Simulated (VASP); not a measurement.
# Al13B3N16 (P1) in VASP: single point with r2SCAN

Aim: the single point of Al13B3N16 with r2SCAN.

Program: VASP 6.6.1. These are calculated values, not measurements. Logs are shortened: lines on timing, memory, paths and dates and some standing lists are left out, and cuts for length are marked.

### 1 The cell of the first run

The typed cell holds 96 atoms: a = 9.047 Å, b = 10.439 Å, c = 9.663 Å, α = 90.00°, β = 90.00°, γ = 90.00°.

### 2 Single point, r2SCAN

Contents of POSCAR:

```
Al13B3N16
1.0
    9.0472650000      0.0000000000      0.0000000000
    0.0000000000     10.4389030000      0.0000000000
    0.0000000000      0.0000000000      9.6630520000
Al B N
39 9 48
Direct
    0.1699240000      0.0849930000      0.2543850000
    0.1689370000      0.0839800000      0.7417050000
    0.4922800000      0.0805880000      0.2493600000
    0.4970310000      0.0816470000      0.7473880000
    0.3270010000      0.3312090000      0.2493500000
    0.3299060000      0.3343480000      0.7473200000
    0.1614230000      0.5873680000      0.2478590000
    0.1609650000      0.5868380000      0.7474930000
    0.0056010000      0.8280660000      0.2475000000
    0.0066320000      0.8279250000      0.7486760000
    0.8344160000      0.0904500000      0.2428870000
    0.8324450000      0.0931350000      0.7542090000
    0.6678220000      0.3330090000      0.2336250000
    0.6655140000      0.3315880000      0.7592880000
    0.4956380000      0.5859910000      0.2431480000
    0.4983410000      0.5837540000      0.7538750000
    0.8454280000      0.5791460000      0.2482330000
    0.8440730000      0.5797490000      0.7477270000
    0.6630810000      0.8325520000      0.2498050000
    0.6629600000      0.8321500000      0.7488880000
    0.0034750000      0.1727670000      0.4979850000
    0.9984350000      0.1731820000      0.9984450000
    0.3392100000      0.1726710000      0.9983430000
    0.1599780000      0.4148450000      0.4977970000
    0.1624430000      0.4212980000      0.9980450000
    0.6627110000      0.1691020000      0.4969900000
    0.4979490000      0.4108140000      0.4977430000
    0.3283950000      0.6711580000      0.4982760000
    0.3314200000      0.6682000000      0.9968870000
    0.1723010000      0.9118320000      0.4981630000
    0.1710830000      0.9101110000      0.9978450000
    0.8405730000      0.4168430000      0.4971760000
    0.8385970000      0.4145120000      0.9969980000
    0.6701620000      0.6646180000      0.4977520000
    0.6732750000      0.6599430000      0.0006130000
    0.4893080000      0.9189340000      0.4985660000
    0.4975410000      0.9182900000      0.9985720000
    0.8371110000      0.9135060000      0.5001200000
    0.8321530000      0.9165360000      0.9980890000
    0.0013660000      0.3339450000      0.2510770000
    0.0009310000      0.3334420000      0.7518490000
    0.3320930000      0.8334210000      0.2512460000
    0.3337430000      0.8332720000      0.7522560000
    0.3325210000      0.1674550000      0.5036040000
    0.0012630000      0.6661540000      0.5019180000
    0.0007580000      0.6668760000      0.0017860000
    0.6594330000      0.1674450000      0.0058840000
    0.4961500000      0.4133090000      0.0048970000
    0.0043780000      0.1859210000      0.1950230000
    0.0009100000      0.1862970000      0.6948890000
    0.3314670000      0.1670800000      0.1867610000
    0.3343270000      0.1684850000      0.6719270000
    0.1485590000      0.4108990000      0.1958200000
    0.1474860000      0.4101110000      0.6955160000
    0.0004450000      0.6671940000      0.1661000000
    0.0001600000      0.6671930000      0.6660920000
    0.6599890000      0.1623170000      0.1715940000
    0.6633580000      0.1670180000      0.6877980000
    0.4930480000      0.4176620000      0.1715140000
    0.5000290000      0.4177320000      0.6889620000
    0.3301440000      0.6861260000      0.1930620000
    0.3330500000      0.6837560000      0.6971640000
    0.1845750000      0.9097100000      0.1963400000
    0.1864010000      0.9065200000      0.6949800000
    0.8557530000      0.4051020000      0.1922550000
    0.8506890000      0.4040090000      0.6973960000
    0.6724560000      0.6617600000      0.1943390000
    0.6704600000      0.6617460000      0.6927530000
    0.4794430000      0.9060060000      0.1949660000
    0.4794770000      0.9064610000      0.6952130000
    0.8366500000      0.9184920000      0.1920440000
    0.8378110000      0.9214940000      0.6962720000
    0.1830490000      0.0897930000      0.4522280000
    0.1673570000      0.0826410000      0.9379000000
    0.0001000000      0.3334530000      0.4160030000
    0.0028200000      0.3340010000      0.9165470000
    0.4798020000      0.0940650000      0.4463600000
    0.5172250000      0.0932280000      0.9446500000
    0.3296050000      0.3157670000      0.4467870000
    0.3474960000      0.3464860000      0.9448520000
    0.1488710000      0.5914170000      0.4459910000
    0.1477680000      0.5952550000      0.9449250000
    0.0024210000      0.8144310000      0.4449790000
    0.0001350000      0.8157670000      0.9451610000
    0.8348040000      0.0831760000      0.4380140000
    0.8134680000      0.0969770000      0.9506890000
    0.6689840000      0.3365770000      0.4302990000
    0.6501890000      0.3279320000      0.9581580000
    0.4952330000      0.5799420000      0.4379260000
    0.5017430000      0.5616810000      0.9502530000
    0.3331770000      0.8323080000      0.4159920000
    0.3372330000      0.8329070000      0.9173750000
    0.8550790000      0.5923960000      0.4451500000
    0.8554530000      0.5900510000      0.9442430000
    0.6626960000      0.8364330000      0.4443940000
    0.6638500000      0.8296620000      0.9427570000
```

Contents of INCAR.step1:

```
ALGO = Normal
EDIFF = 1E-4
ENCUT = 520
GGA = PE
ISMEAR = -1
ISYM = 0
LASPH = True
LCHARG = False
LREAL = Auto
LWAVE = True
NBANDS = 246
NELM = 80
PREC = Accurate
SIGMA = 0.05
```

Contents of INCAR.step2:

```
ALGO = Normal
EDIFF = 1E-7
ENCUT = 520
ISIF = 2
ISMEAR = -1
ISTART = 1
ISYM = 0
LASPH = True
LCHARG = False
LMIXTAU = True
LREAL = Auto
LWAVE = False
METAGGA = R2SCAN
NBANDS = 246
NELM = 80
PREC = Accurate
SIGMA = 0.05
```

Contents of KPOINTS:

```
Automatic mesh
0
Gamma
  1 1 1
  0.25 0.25 0.25
```

Potentials or basis: VASP PAW PBE potentials, release 64 (Al, B, N).

Run with:

```sh
$ cat potpaw_PBE.64/Al/POTCAR potpaw_PBE.64/B/POTCAR potpaw_PBE.64/N/POTCAR > POTCAR
$ cp INCAR.step1 INCAR
$ mpirun -np 1 vasp_std > vasp.out
$ cp INCAR.step2 INCAR
$ mpirun -np 1 vasp_std > vasp.out
```

OUTCAR:

```text
EDIFF = 1E-7
   ENCUT = 520
   ISIF = 2
   ISMEAR = -1
   ISTART = 1
   ISYM = 0
   LASPH = True
   LREAL = Auto
   METAGGA = R2SCAN
   NELM = 80
   PREC = Accurate

 ion  position               nearest neighbor table
   1  0.170  0.085  0.254-  51 1.82  73 1.92  63 1.92  49 1.92   3 2.92   5 2.94  21 2.94  30 2.97
                            11 3.04  23 3.05  22 3.06   9 3.07  31 3.08
   2  0.169  0.084  0.742-  52 1.86  74 1.90  50 1.91  64 1.91  21 2.94  30 2.96   4 2.97   6 2.99
                            12 3.05  10 3.05  23 3.06  22 3.07  31 3.07
   3  0.492  0.081  0.249-  51 1.82  57 1.90  69 1.90  77 1.91   1 2.92  36 2.94  23 2.95  37 2.96
                            26 2.99   5 3.01  19 3.02  13 3.08  11 3.10
   4  0.497  0.082  0.747-  58 1.84  52 1.88  70 1.90  78 1.92  36 2.94  37 2.97   2 2.97  23 2.97
                            26 2.99  20 3.01  14 3.02  12 3.04   6 3.04
   5  0.327  0.331  0.249-  51 1.82  53 1.89  59 1.91  79 1.91   1 2.94  23 2.94  24 2.97  27 2.97
                            25 3.00   3 3.01   7 3.07  15 3.07  13 3.09
   6  0.330  0.334  0.747-  60 1.86  52 1.88  54 1.90  80 1.92  23 2.96  27 2.96  24 2.98   2 2.99
                            25 3.00  16 3.02  14 3.04   4 3.04   8 3.05
   7  0.161  0.587  0.248-  55 1.85  53 1.91  61 1.92  81 1.92  17 2.86   9 2.88  25 2.97  28 2.98
                            29 2.99  24 3.01  15 3.02   5 3.07
   8  0.161  0.587  0.747-  56 1.85  82 1.91  54 1.92  62 1.92  18 2.87  10 2.88  25 2.97  28 2.98
                            29 2.98  24 3.01   6 3.05  16 3.05
   9  0.006  0.828  0.248-  55 1.85  71 1.87  63 1.90  83 1.91   7 2.88  31 2.97  17 2.98  30 2.98
[... 116 lines left out ...]
  95  0.663  0.836  0.444-  38 1.85  36 1.86  34 1.87  19 1.88
  96  0.664  0.830  0.943-  37 1.85  39 1.85  35 1.86  20 1.87

IMPORTANT INFORMATION: All symmetrisations will be switched off!
NOSYMM: (Re-)initialisation of all symmetry stuff for point group C_1.

----------------------------------------------------------------------------------------

                                     Primitive cell

  volume of cell :     912.6127

  direct lattice vectors                    reciprocal lattice vectors
     9.047265000  0.000000000  0.000000000     0.110530641  0.000000000  0.000000000
     0.000000000 10.438903000  0.000000000     0.000000000  0.095795506  0.000000000
     0.000000000  0.000000000  9.663052000     0.000000000  0.000000000  0.103486973

  length of vectors
     9.047265000 10.438903000  9.663052000     0.110530641  0.095795506  0.103486973

  position of ions in fractional coordinates (direct lattice)
     0.169924000  0.084993000  0.254385000
     0.168937000  0.083980000  0.741705000
     0.492280000  0.080588000  0.249360000
     0.497031000  0.081647000  0.747388000
     0.327001000  0.331209000  0.249350000
     0.329906000  0.334348000  0.747320000
[... 88 lines left out ...]
     0.662696000  0.836433000  0.444394000
     0.663850000  0.829662000  0.942757000

  ion indices of the primitive-cell ions
   primitive index   ion index
                 1           1
                 2           2
                 3           3
                 4           4
                 5           5
                 6           6
[... 88 lines left out ...]
                95          95
                96          96

----------------------------------------------------------------------------------------

 KPOINTS: Automatic mesh

Automatic generation of k-mesh.
 Grid dimensions read from file:
 generate k-points for:    1    1    1

 Generating k-lattice:

[... 30 lines left out ...]
 SYSTEM =  unknown system
   PREC   = accura    normal or accurate (medium, high low for compatibility)
   ISTART =      1    job   : 0-new  1-cont  2-samecut
   ICHARG =      0    charge: 1-file 2-atom 10-const
   ISPIN  =      1    spin polarized calculation?
   LNONCOLLINEAR =      F non collinear calculations
   LSORBIT =      F    spin-orbit coupling
   LASPH  =      T    aspherical Exc in radial PAW
   ENCUT  =  520.0 eV  38.22 Ry    6.18 a.u.  16.82 19.41 17.97*2*pi/ulx,y,z
   NELM   =     80;   NELMIN=  2; NELMDL=  0     # of ELM steps
   EDIFF  = 0.1E-06   stopping-criterion for ELM
   LREAL  =      T    real-space projection
   EDIFFG = 0.1E-05   stopping-criterion for IOM
   NSW    =      0    number of steps for IOM
   IBRION =     -1    ionic relax: 0-MD 1-quasi-New 2-CG
   NFREE  =      0    steps in history (QN), initial steepest desc. (CG)
   ISIF   =      2    stress and relaxation
   ISYM   =      0    0-nonsym 1-usesym 2-fastsym
   POTIM  = 0.5000    time-step for ionic-motion
   TEBEG  =    0.0;   TEEND  =   0.0 temperature during run
   PSTRESS=    0.0 pullay stress
   NELECT =     384.0000    total number of electrons
   NUPDOWN=      -1.0000    fix difference up-down
   EMIN   =  10.00;   EMAX   =-10.00  energy-range for DOS
   EFERMI =   0.00;   METHOD = LEGACY
   ISMEAR =    -1;   SIGMA  =   0.05  broadening in eV -4-tet -1-fermi 0-gaus
   EFERMI_NEDOS =   21; number of points for ismear=-14 and -15
   IALGO  =     38    algorithm
   IMIX   =      4    mixing-type and parameters
     AMIX     =   0.40;   BMIX     =  1.00
     AMIX_MAG =   1.60;   BMIX_MAG =  1.00
  volume/ion in A,a.u.               =       9.51        64.15
  Fermi-wavevector in a.u.,A,eV,Ry     =   1.226751  2.318223 20.475652  1.504918
  Thomas-Fermi vector in A             =   2.361740
   LORBIT       =      0    0 simple, 1 ext, 2 COOP (PROOUT), +10 PAW based schemes
   METAGGA = R2SCAN    functional components
   LHFCALC =     F    Hartree Fock is set to
   AEXX    =    0.0000 exact exchange contribution
   IVDW    =     0    specifies the selected vdW correction
   LEPSILON=     F    determine dielectric tensor
   LRPA    =     F    only Hartree local field effects (RPA)
 non-spin polarized calculation
  energy-cutoff  :      520.00
  volume of cell :      912.61
 maximum number of plane-waves:     24576
 NGX is ok and might be reduce to    70
   NGX = 33   NGY = 39   NGZ = 35

 number of electron     383.9999986 magnetization

 Free energy of the ion-electron system (eV)
  ---------------------------------------------------
  ext. energy  EPLUGINS =         0.00000000
  ---------------------------------------------------
  free energy    TOTEN  =      -908.91524353 eV

  energy without entropy =     -908.91524353  energy(sigma->0) =     -908.91524353

 E-fermi :   7.3854     XC(G=0): -11.7368

 val. band max:        6.0788367481   @ k =   0.2500  -0.2500  -0.2500
 cond. band min:      11.4951263640   @ k =   0.2500  -0.2500  -0.2500
 fundamental gap:      5.4162896160
 Fermi energy:         7.3854449259

 k-point     1 :       0.2500    0.2500    0.2500
  band No.  band energies     occupation
      1     -10.5268      2.00000
      2     -10.2151      2.00000
      3     -10.0774      2.00000
      4      -9.8993      2.00000
      5      -9.8151      2.00000
      6      -9.6633      2.00000
[... 817 lines left out ...]
    203      12.4280      0.00000
    204      12.4857      0.00000
 [bands above 204 left out]

------------------------ aborting loop because EDIFF is reached ----------------------------------------

  FORCE on cell =-STRESS in cart. coord.  units (eV):
  Direction    XX          YY          ZZ          XY          YZ          ZX
  --------------------------------------------------------------------------------------
  -------------------------------------------------------------------------------------
  Total       -6.5203009     -6.3433256     -5.6588050     -0.9592505     -0.4838140     -0.9374875
  in kB      -11.4470013    -11.1363044     -9.9345642     -1.6840544     -0.8493810     -1.6458475
  external PRESSURE =     -10.8392900 kB  Pullay stress =       0.0000000 kB

 VOLUME and BASIS-vectors are now :
 -----------------------------------------------------------------------------
  energy-cutoff  :      520.00
  volume of cell :      912.61
      direct lattice vectors                 reciprocal lattice vectors
     9.047265000  0.000000000  0.000000000     0.110530641  0.000000000  0.000000000
     0.000000000 10.438903000  0.000000000     0.000000000  0.095795506  0.000000000
     0.000000000  0.000000000  9.663052000     0.000000000  0.000000000  0.103486973

 POSITION                                       TOTAL-FORCE (eV/Angst)
 -----------------------------------------------------------------------------------
      1.53735      0.88723      2.45814         0.101658      0.063355     -0.006462
      1.52842      0.87666      7.16713         0.051012      0.035003      0.031299
      4.45379      0.84125      2.40958        -0.083602      0.039060     -0.030808
      4.49677      0.85231      7.22205         0.037658      0.039590     -0.018863
      2.95846      3.45746      2.40948        -0.023058     -0.090178     -0.028299
      2.98475      3.49023      7.22139         0.037692      0.013274     -0.018133
[... 88 lines left out ...]
      5.99559      8.73144      4.29420         0.027393     -0.009298     -0.027458
      6.00603      8.66076      9.10991         0.011016      0.022009     -0.020902
 -----------------------------------------------------------------------------------
    total drift:                                0.017166      0.024908     -0.173148

  FREE ENERGIE OF THE ION-ELECTRON SYSTEM (eV)
  ---------------------------------------------------
  free  energy   TOTEN  =      -908.9152435307 eV

  energy  without entropy=     -908.9152435306  energy(sigma->0) =     -908.91524353
```

Run time: 65 min. Hardware: 1 thread of AMD EPYC 9R45 (Zen 5), shared host; peak memory 1.2 GiB.

Results:

```
Free energy            : -908.9152 eV
Pressure               : -1.1 GPa
Largest force          : 0.376 eV/Å
Band gap on the k mesh : 5.42 eV
```

Forces on the atoms (eV/Å):
```
Al   0.102  0.063 -0.006
Al   0.051  0.035  0.031
Al  -0.084  0.039 -0.031
Al   0.038  0.040 -0.019
Al  -0.023 -0.090 -0.028
Al   0.038  0.013 -0.018
Al  -0.065  0.029 -0.014
Al  -0.064  0.039 -0.002
Al  -0.008 -0.022 -0.024
Al  -0.011 -0.018 -0.013
Al  -0.005 -0.028  0.018
Al  -0.066  0.006 -0.008
Al   0.020 -0.031  0.008
Al  -0.026 -0.051 -0.024
Al   0.051  0.032  0.029
Al   0.052 -0.036 -0.010
Al   0.007  0.038 -0.028
Al   0.008  0.028 -0.016
Al   0.006 -0.041  0.035
Al   0.005 -0.050  0.045
Al   0.007  0.025 -0.021
Al  -0.004  0.035 -0.015
Al   0.031  0.009  0.085
Al  -0.059 -0.036 -0.003
Al  -0.032  0.014 -0.006
Al  -0.005  0.022  0.053
Al   0.022  0.017  0.034
Al   0.002  0.019 -0.038
Al  -0.048  0.029  0.024
Al   0.063 -0.026  0.003
Al   0.015  0.000 -0.025
Al   0.028 -0.017 -0.045
Al   0.059 -0.005  0.033
Al   0.005  0.047  0.041
Al   0.028  0.041  0.060
Al  -0.007 -0.034 -0.020
Al   0.037 -0.051 -0.014
Al  -0.052 -0.006  0.027
Al  -0.062 -0.052  0.067
B   -0.011  0.002  0.038
B    0.004 -0.004  0.043
B    0.021  0.004  0.040
B    0.021  0.014  0.038
B   -0.004 -0.007  0.023
B   -0.025 -0.008  0.045
B   -0.009 -0.014  0.045
B   -0.049 -0.035  0.052
B   -0.051  0.000  0.046
N   -0.032 -0.324 -0.124
N   -0.010 -0.318 -0.118
N    0.007  0.005  0.004
N   -0.022 -0.014  0.319
N    0.278  0.152 -0.112
N    0.276  0.145 -0.120
N    0.014 -0.008  0.328
N    0.015 -0.011  0.324
N    0.032  0.024  0.279
N    0.017 -0.003  0.014
N    0.011  0.011  0.278
N   -0.026  0.001 -0.007
N    0.013 -0.329 -0.116
N   -0.003 -0.317 -0.111
N   -0.284  0.134 -0.114
N   -0.287  0.148 -0.128
N   -0.272  0.178 -0.126
N   -0.245  0.194 -0.099
N   -0.037 -0.003 -0.039
N   -0.025  0.010 -0.010
N    0.267  0.174 -0.115
N    0.256  0.169 -0.120
N   -0.001  0.005 -0.034
N    0.003 -0.016 -0.031
N   -0.277 -0.143 -0.131
N   -0.006  0.016 -0.019
N    0.011  0.001  0.333
N   -0.011 -0.004  0.320
N    0.279 -0.179 -0.122
N   -0.276 -0.151 -0.099
N    0.022  0.334 -0.120
N   -0.243 -0.170 -0.109
N    0.284 -0.150 -0.116
N    0.286 -0.174 -0.114
N    0.003  0.322 -0.118
N    0.026  0.313 -0.131
N    0.001  0.016 -0.004
N    0.315 -0.144 -0.147
N   -0.034 -0.025  0.039
N    0.258  0.127 -0.227
N   -0.005 -0.006 -0.012
N    0.004  0.330 -0.140
N   -0.015  0.011  0.337
N   -0.015  0.007  0.311
N   -0.258 -0.168 -0.121
N   -0.283 -0.160 -0.117
N    0.027 -0.009 -0.027
N    0.011  0.022 -0.021
```

Caveat: the PAW data sets were made with another functional, which shifts forces and pressure a little; a shifted mesh leaves out Γ, where band edges can lie. A k mesh can miss the band edges.
